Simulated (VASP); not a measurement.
# TaN (P-62m) in VASP: notebook

The runs below take TaN through relaxation of cell and atoms, single point, with revPBE+D4, LDA, PBEsol+D3(BJ), PBEsol+D4, revPBE+D3(BJ).

Program: VASP 6.6.1. These are calculated values, not measurements. Logs are shortened: lines on timing, memory, paths and dates and some standing lists are left out, and cuts for length are marked.

## (1) The cell of the first run

The structure is hexagonal, space group P-62m (No. 189). The conventional cell has a = 5.196 Å, b = 5.196 Å, c = 2.911 Å, α = 90.00°, β = 90.00°, γ = 120.00°. Within 2.7 Å of Ta (site symmetry -62m) lie 3 N at 2.04 Å. Ta (site symmetry -6) has 6 N at 2.16 Å within 2.9 Å. N (site symmetry m2m) has 5 Ta at 2.04 to 2.16 Å within 2.7 Å.

## (2) Relaxation of cell and atoms, revPBE+D4

Contents of INCAR:

```
SYSTEM = TaN
ALGO = Normal
EDIFF = 1E-6
EDIFFG = -0.01
ENCUT = 600
GGA = RE
IBRION = 2
ISIF = 3
ISMEAR = -1
IVDW = 13
LASPH = .True.
LCHARG = .False.
LREAL = .False.
LWAVE = .False.
NELM = 100
NSW = 60
PREC = Accurate
SIGMA = 0.05
```

Contents of KPOINTS:

```
k-points
0
Gamma
  6 6 9
  0 0 0
```

Contents of POSCAR:

```
TaN
1.0
    5.1960000000      0.0000000000      0.0000000000
   -2.5980000000      4.4998679981      0.0000000000
    0.0000000000      0.0000000000      2.9110000000
Ta N
3 3
Direct
    0.0000000000      0.0000000000      0.0000000000
    0.6666666667      0.3333333333      0.5000000000
    0.3333333333      0.6666666667      0.5000000000
    0.0000000000      0.3928500000      0.0000000000
    0.6071500000      0.6071500000      0.0000000000
    0.3928500000      0.0000000000      0.0000000000
```

Potentials or basis: VASP PAW PBE potentials, release 64 (Ta_pv, N).

Launch:

```sh
$ cat potpaw_PBE.64/Ta_pv/POTCAR potpaw_PBE.64/N/POTCAR > POTCAR
$ mpirun -np 1 vasp_std > vasp.out
```

OUTCAR:

```text
SYSTEM = TaN
   EDIFF = 1E-6
   EDIFFG = -0.01
   ENCUT = 600
   GGA = RE
   IBRION = 2
   ISIF = 3
   ISMEAR = -1
   IVDW = 13
   LASPH = .True.
   LREAL = .False.
   NELM = 100
   NSW = 60
   PREC = Accurate

 ion  position               nearest neighbor table
   1  0.000  0.000  0.000-   6 2.04   5 2.04   4 2.04   3 3.33   2 3.33   2 3.33   3 3.33   2 3.33
                             2 3.33   3 3.33   3 3.33   2 3.33   2 3.33   3 3.33   3 3.33
   2  0.667  0.333  0.500-   4 2.16   4 2.16   6 2.16   6 2.16   5 2.16   5 2.16   3 3.00   3 3.00
                             3 3.00   1 3.33   1 3.33   1 3.33   1 3.33   1 3.33   1 3.33
   3  0.333  0.667  0.500-   6 2.16   6 2.16   4 2.16   4 2.16   5 2.16   5 2.16   2 3.00   2 3.00
                             2 3.00   1 3.33   1 3.33   1 3.33   1 3.33   1 3.33   1 3.33
   4  0.000  0.393  0.000-   1 2.04   2 2.16   2 2.16   3 2.16   3 2.16
   5  0.607  0.607  0.000-   1 2.04   3 2.16   3 2.16   2 2.16   2 2.16
   6  0.393  0.000  0.000-   1 2.04   3 2.16   3 2.16   2 2.16   2 2.16

  LATTYP: Found a hexagonal cell.
 ALAT       =     5.1960000000
 C/A-ratio  =     0.5602386451

  Lattice vectors:

 A1 = (   5.1960000000,   0.0000000000,   0.0000000000)
 A2 = (  -2.5980000000,   4.4998679981,   0.0000000000)
 A3 = (   0.0000000000,   0.0000000000,   2.9110000000)

Analysis of symmetry for initial positions (statically):
=====================================================================
 Subroutine PRICEL returns:
 Original cell was already a primitive cell.

 Routine SETGRP: Setting up the symmetry group for a
 hexagonal supercell.

 Subroutine GETGRP returns: Found 12 space group operations
 (whereof 12 operations were pure point group operations)
 out of a pool of 24 trial point group operations.

The static configuration has the point symmetry D_3h.

Analysis of symmetry for dynamics (positions and initial velocities):
=====================================================================
 Subroutine PRICEL returns:
 Original cell was already a primitive cell.

 Routine SETGRP: Setting up the symmetry group for a
 hexagonal supercell.

 Subroutine GETGRP returns: Found 12 space group operations
 (whereof 12 operations were pure point group operations)
 out of a pool of 24 trial point group operations.

The dynamic configuration has the point symmetry D_3h.

 Subroutine INISYM returns: Found 12 space group operations
 (whereof 12 operations are pure point group operations),
 and found     1 'primitive' translations

----------------------------------------------------------------------------------------

                                     Primitive cell

  volume of cell :      68.0630

  direct lattice vectors                    reciprocal lattice vectors
     5.196000000  0.000000000  0.000000000     0.192455735  0.111114371  0.000000000
    -2.598000000  4.499867998  0.000000000     0.000000000  0.222228741  0.000000000
[... 85 lines left out ...]
   ISTART =      0    job   : 0-new  1-cont  2-samecut
   ICHARG =      2    charge: 1-file 2-atom 10-const
   ISPIN  =      1    spin polarized calculation?
   LNONCOLLINEAR =      F non collinear calculations
   LSORBIT =      F    spin-orbit coupling
   LASPH  =      T    aspherical Exc in radial PAW
   ENCUT  =  600.0 eV  44.10 Ry    6.64 a.u.  10.38 10.38  5.81*2*pi/ulx,y,z
   NELM   =    100;   NELMIN=  2; NELMDL= -5     # of ELM steps
   EDIFF  = 0.1E-05   stopping-criterion for ELM
   LREAL  =      F    real-space projection
   EDIFFG = -.1E-01   stopping-criterion for IOM
   NSW    =     60    number of steps for IOM
   IBRION =      2    ionic relax: 0-MD 1-quasi-New 2-CG
   NFREE  =      1    steps in history (QN), initial steepest desc. (CG)
   ISIF   =      3    stress and relaxation
   ISYM   =      2    0-nonsym 1-usesym 2-fastsym
   POTIM  = 0.5000    time-step for ionic-motion
   TEBEG  =    0.0;   TEEND  =   0.0 temperature during run
   PSTRESS=    0.0 pullay stress
   NELECT =      48.0000    total number of electrons
   NUPDOWN=      -1.0000    fix difference up-down
   EMIN   =  10.00;   EMAX   =-10.00  energy-range for DOS
   EFERMI =   0.00;   METHOD = LEGACY
   ISMEAR =    -1;   SIGMA  =   0.05  broadening in eV -4-tet -1-fermi 0-gaus
   EFERMI_NEDOS =   21; number of points for ismear=-14 and -15
   IALGO  =     38    algorithm
   IMIX   =      4    mixing-type and parameters
     AMIX     =   0.40;   BMIX     =  1.00
     AMIX_MAG =   1.60;   BMIX_MAG =  1.00
  volume/ion in A,a.u.               =      11.34        76.55
  Fermi-wavevector in a.u.,A,eV,Ry     =   1.457197  2.753703 28.890916  2.123422
  Thomas-Fermi vector in A             =   2.574026
   LORBIT       =      0    0 simple, 1 ext, 2 COOP (PROOUT), +10 PAW based schemes
   GGA     = RE    functional components
   LHFCALC =     F    Hartree Fock is set to
   AEXX    =    0.0000 exact exchange contribution
   IVDW    =    13    specifies the selected vdW correction
   LEPSILON=     F    determine dielectric tensor
   LRPA    =     F    only Hartree local field effects (RPA)
 conjugate gradient relaxation of ions
 non-spin polarized calculation
  energy-cutoff  :      600.00
  volume of cell :       68.06
 maximum number of plane-waves:      2304
 NGX is ok and might be reduce to    42
   NGX = 21   NGY = 21   NGZ = 11

--------------------------------------- Ionic step        1  -------------------------------------------

 number of electron      48.0000003 magnetization

 Free energy of the ion-electron system (eV)
  ---------------------------------------------------
  ext. energy  EPLUGINS =         0.00000000
  ---------------------------------------------------
  free energy    TOTEN  =       -64.93042699 eV

  energy without entropy =      -64.92389814  energy(sigma->0) =      -64.92716257

------------------------ aborting loop because EDIFF is reached ----------------------------------------

  DFT-D4 for vdW energy calculation

  Edisp (eV):   -3.16243
[... 211 lines left out ...]
--------------------------------------- Ionic step        6  -------------------------------------------

 number of electron      48.0000001 magnetization

 Free energy of the ion-electron system (eV)
  ---------------------------------------------------
  ext. energy  EPLUGINS =         0.00000000
  ---------------------------------------------------
  free energy    TOTEN  =       -64.92793935 eV

  energy without entropy =      -64.92127699  energy(sigma->0) =      -64.92460817

 E-fermi :   8.4031     XC(G=0): -12.9583

 val. band max:        8.3967263581   @ k =   0.1667   0.0000   0.3333
 cond. band min:       8.4179668574   @ k =   0.1667   0.0000   0.2222
 fundamental gap:      0.0212404994
 Fermi energy:         8.4030601478

 k-point     1 :       0.0000    0.0000    0.0000
  band No.  band energies     occupation
      1     -27.8485      2.00000
      2     -27.8485      2.00000
      3     -27.4963      2.00000
      4     -27.4963      2.00000
      5     -27.3135      2.00000
      6     -27.2075      2.00000
[... 733 lines left out ...]
     27      10.5809      0.00000
     28      10.7515      0.00000

 [... further k-points ...]

------------------------ aborting loop because EDIFF is reached ----------------------------------------

  DFT-D4 for vdW energy calculation

  Edisp (eV):   -3.16563
[... 29 lines left out ...]
  FREE ENERGIE OF THE ION-ELECTRON SYSTEM (eV)
  ---------------------------------------------------
  free  energy   TOTEN  =       -68.0935738344 eV

  energy  without entropy=      -68.0869114723  energy(sigma->0) =      -68.09024265

 reached required accuracy - stopping structural energy minimisation
```

OSZICAR:

```text
N       E                     dE             d eps       ncg     rms          rms(c)
DAV:   1     0.491870098456E+03    0.49187E+03   -0.29166E+04  1960   0.200E+03
DAV:   2    -0.421679095106E+02   -0.53404E+03   -0.52008E+03  2308   0.540E+02
[... 39 lines left out ...]
DAV:   7    -0.649311313948E+02   -0.51748E-07   -0.11253E-07  1124   0.262E-03
   5 F= -.68093510E+02 E0= -.68090176E+02  d E =0.372835E-04
       N       E                     dE             d eps       ncg     rms          rms(c)
DAV:   1    -0.649280668625E+02    0.30645E-02   -0.10108E-02  1976   0.891E-01    0.133E-01
DAV:   2    -0.649279728357E+02    0.94027E-04   -0.29248E-04  2172   0.134E-01    0.666E-02
DAV:   3    -0.649279389922E+02    0.33843E-04   -0.14849E-04  2180   0.918E-02    0.129E-02
DAV:   4    -0.649279393487E+02   -0.35648E-06   -0.59358E-06  1992   0.169E-02
   6 F= -.68093574E+02 E0= -.68090243E+02  d E =-.269635E-04
```

CONTCAR:

```text
TaN
   1.00000000000000
     5.1993748561801070    0.0000000000000000    0.0000000000000000
    -2.5996874280900535    4.5027907092861632   -0.0000000000000000
    -0.0000000000000000    0.0000000000000000    2.9051523032083613
  Ta              N
     3     3
Direct
     1.0000000000000000    1.0000000000000000    0.0000000000000000
     0.6666666667000030    0.3333333332999970    0.5000000000000000
     0.3333333332999970    0.6666666667000030    0.5000000000000000
     0.0000000000000000    0.3932808668137898    1.0000000000000000
     0.6067191331862102    0.6067191331862102    0.0000000000000000
     0.3932808668137898    1.0000000000000000    0.0000000000000000

  0.00000000E+00  0.00000000E+00  0.00000000E+00
  0.00000000E+00  0.00000000E+00  0.00000000E+00
  0.00000000E+00  0.00000000E+00  0.00000000E+00
  0.00000000E+00  0.00000000E+00  0.00000000E+00
  0.00000000E+00  0.00000000E+00  0.00000000E+00
  0.00000000E+00  0.00000000E+00  0.00000000E+00
```

It took 2.4 min on 1 thread of AMD EPYC 9R45 (Zen 5), shared host; peak memory 0.22 GiB.

Results:

| Item | Value |
| --- | --- |
| Free energy | -68.0936 eV |
| Relaxed volume | 11.34 Å³/atom |
| Relaxed cell | a = 5.199 Å, b = 5.199 Å, c = 2.905 Å, α = 90.00°, β = 90.00°, γ = 120.00° |
| Space group after relaxing (to 0.05 Å) | P-62m (No. 189) |
| Energy gained by relaxing | 0.1 meV/atom |
| Ionic steps | 6 |
| Pressure after relaxing | 0.0 GPa |
| Largest force after relaxing | 0.009 eV/Å |
| Band gap on the k mesh | zero (band 24 reaches 10.19 eV, above the bottom of band 25 at 7.08 eV) |
| Dispersion energy per atom | -0.528 eV |

Forces on the atoms (eV/Å):
```
Ta   0.000  0.000  0.000
Ta   0.000  0.000  0.000
Ta   0.000  0.000  0.000
N   -0.004  0.007  0.000
N   -0.004 -0.007  0.000
N    0.009  0.000  0.000
```

Stress tensor (GPa, compression positive):
```
-0.06  0.00  0.00
 0.00 -0.06  0.00
 0.00  0.00  0.05
```

The path:
```csv
step,energy change (eV),largest force (eV/Å),pressure (GPa),volume (Å³)
1,0.0000,0.0654,-0.21,68.06
2,-0.0003,0.0117,0.44,67.92
3,-0.0007,0.0206,0.15,67.98
4,-0.0007,0.0194,0.16,67.98
5,-0.0007,0.0074,-0.30,68.07
6,-0.0007,0.0086,-0.03,68.01
```

Final structure:
```
Ta N
1.0
     5.19937    0.00000    0.00000
    -2.59969    4.50279    0.00000
     0.00000    0.00000    2.90515
Ta N
3 3
Direct
  0.00000 0.00000 0.00000
  0.66667 0.33333 0.50000
  0.33333 0.66667 0.50000
  0.00000 0.39328 0.00000
  0.60672 0.60672 0.00000
  0.39328 0.00000 0.00000
```

Caveat: the PAW data sets were made with another functional, which shifts forces and pressure a little; spin-orbit coupling is left out, which moves the levels of the heavy elements; pairwise dispersion overbinds metals, which lowers pressure and volume.

(Continued in part 2 of 2.)
